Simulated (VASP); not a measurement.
A run of VASP 6.6.1:

Contents of INCAR:

```
SYSTEM = K
  PREC = Accurate
  ENCUT = 520
  EDIFF = 1E-6
  ISMEAR = 0
  SIGMA = 0.1
  LREAL = .False.
  LASPH = .True.
  NELM = 100
  ALGO = Fast
  ISIF = 2
  LWAVE = .False.
  LCHARG = .True.
  GGA = PS
  LELF = .True.
  LVHAR = .True.
  NBANDS = 16
```

The input KPOINTS:

```
Automatic mesh
0
Gamma
  10 10 10
  0 0 0
```

Contents of POSCAR:

```
K
1.0
    5.2360000000      0.0000000000      0.0000000000
    0.0000000000      5.2360000000      0.0000000000
    0.0000000000      0.0000000000      5.3930800000
K
2
Direct
    0.0000000000      0.0000000000      0.0000000000
    0.5000000000      0.5000000000      0.5000000000
```

Potentials or basis: VASP PAW PBE potentials, release 64 (K_sv).

Launch:

```bash
$ cat potpaw_PBE.64/K_sv/POTCAR > POTCAR
$ mpirun -np 1 vasp_std > vasp.out
```

Hardware: 1 thread of Intel Xeon 8259CL (shared host).

**Question.** Estimate the wall time of this run.

**Answer.** It took 5.1 min on 1 thread of Intel Xeon 8259CL, with other jobs on the host, peak memory 0.4 GiB. Counts: scf iterations 13, k points 126.
